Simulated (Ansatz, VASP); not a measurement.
V: VASP beside Ansatz

```
V
1.0
     2.56756    0.00000    0.00000
    -1.28378    2.22357    0.00000
     0.00000    0.00000    4.66274
V
2
Direct
  0.33333 0.66667 0.25000
  0.66667 0.33333 0.75000
```

Alike in both runs: functional PBEsol; k mesh 12 × 12 × 4; occupations gaussian, width 0.1 eV; collinear spin.

Ansatz relaxed the structure, and its values are those at the end. VASP's run is a single point on that final structure, the one shown.

|  | VASP | Ansatz |
| --- | --- | --- |
| version | VASP 6.6.1 | Ansatz 0.2.0 |
| potentials or method | VASP PAW PBE potentials, release 64 (V_sv), cutoff 520 eV | scalar-relativistic, plane waves, PAW |
| valence electrons in the cell | 26 | 26 |

VASP gave:

| Quantity | Value |
| --- | --- |
| gap on the k mesh at the Fermi level (eV) | none |
| pressure (GPa) | 0.2 |
| net moment per atom (μB) | 0.00 |

Estimate Ansatz's values.

gap on the k mesh at the Fermi level (eV): none; pressure (GPa): 0.0; net moment per atom (μB): 0.00.

VASP's potentials were made for PBE, not for PBEsol. A gap of «none» marks a metal or a gap that the smearing closes. With one functional, cell and mesh, what is left measures potentials, basis and numerics. Ansatz's warnings: seeded moment not kept.
